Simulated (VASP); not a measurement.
Set up this calculation in VASP 6.6.1, as the native input.

* Task: single point
* Functional: PBE
* Potentials or basis: VASP PAW PBE potentials, release 64 (Li_sv, H)
* Cutoff: 520 eV
* k mesh: 10 × 10 × 10
* Occupations: fermi-dirac, width 0.02 eV
* Spin: no spin polarisation
* Dipole correction: no
* Further INCAR settings: ALGO = Normal; EDIFF = 1e-07; NBANDS = 9

The structure of LiH lies in POSCAR:

```
LiH
1.0
    0.0000000000      2.2169835972      2.2169835972
    2.2169835972      0.0000000000      2.2169835972
    2.2169835972      2.2169835972      0.0000000000
Li H
1 1
Direct
    0.0000000000      0.0000000000      0.0000000000
    0.2500000000      0.2500000000      0.2500000000
```

This cell differs from its parent crystal: strain +3.4%.

The input as run:

INCAR

```
SYSTEM = LiH
ALGO = Normal
EDIFF = 1E-7
ENCUT = 520
GGA = PE
ISIF = 2
ISMEAR = -1
LASPH = .True.
LCHARG = .True.
LELF = .True.
LREAL = .False.
LVHAR = .True.
LWAVE = .False.
NBANDS = 9
NELM = 80
PREC = Accurate
SIGMA = 0.02
```

KPOINTS

```
k-points
0
Gamma
  10 10 10
  0 0 0
```

Potentials or basis: VASP PAW PBE potentials, release 64 (Li_sv, H).

Run with:

```bash
$ cat potpaw_PBE.64/Li_sv/POTCAR potpaw_PBE.64/H/POTCAR > POTCAR
$ mpirun -np 1 vasp_std > vasp.out
```

It gave:

```
Band gap on the k mesh : 4.10 eV (least direct gap 5.04 eV)
```

Caveat: the cell differs from its parent crystal (strain +3.4%); the structure was generated, so it needn't be the stable form of LiH.

Wall time 3.2 s on 1 thread of Intel(R) Xeon(R) 6975P-C (Granite Rapids), with other jobs on the host, peak memory 0.13 GiB.
